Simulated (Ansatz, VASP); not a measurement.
**SrTiO3 in VASP and in Ansatz**

```
Sr Ti O
1.0
     3.94314    0.00000    0.00000
     0.00000    3.94314    0.00000
     0.00000    0.00000    3.89138
Sr Ti O
1 1 3
Direct
  0.00000 0.00000 0.00000
  0.50000 0.50000 0.50000
  0.00000 0.50000 0.50000
  0.50000 0.00000 0.50000
  0.50000 0.50000 0.00000
```

Change from the starting cell: mode 1 frozen in at +0.000 Å, equal normal strain along x and y +0.0133.

Alike in both runs: task single point; functional PBEsol; k mesh 8 × 8 × 8; occupations gaussian, width 0.05 eV; no spin polarisation.

|  | VASP | Ansatz |
| --- | --- | --- |
| version | VASP 6.6.1 | Ansatz 0.2.0 |
| potentials or method | VASP PAW PBE potentials, release 64 (Sr_sv, Ti_sv, O), cutoff 520 eV | scalar-relativistic, plane waves, PAW |
| valence electrons in the cell | 40 | 40 |

|  | VASP | Ansatz | Ansatz less VASP |
| --- | --- | --- | --- |
| gap on the k mesh at the Fermi level (eV) | 1.75 | 1.79 | +0.036 |
| least direct gap on the mesh (eV) | 2.12 | 2.14 | +0.019 |
| pressure (GPa) | -4.0 | -4.6 | -0.59 |
| traceless stress, the component that is largest in VASP (GPa) | 1.99 | 1.97 | -0.023 |

VASP's potentials were made for PBE, not for PBEsol, and Ansatz warns of the same on its side.
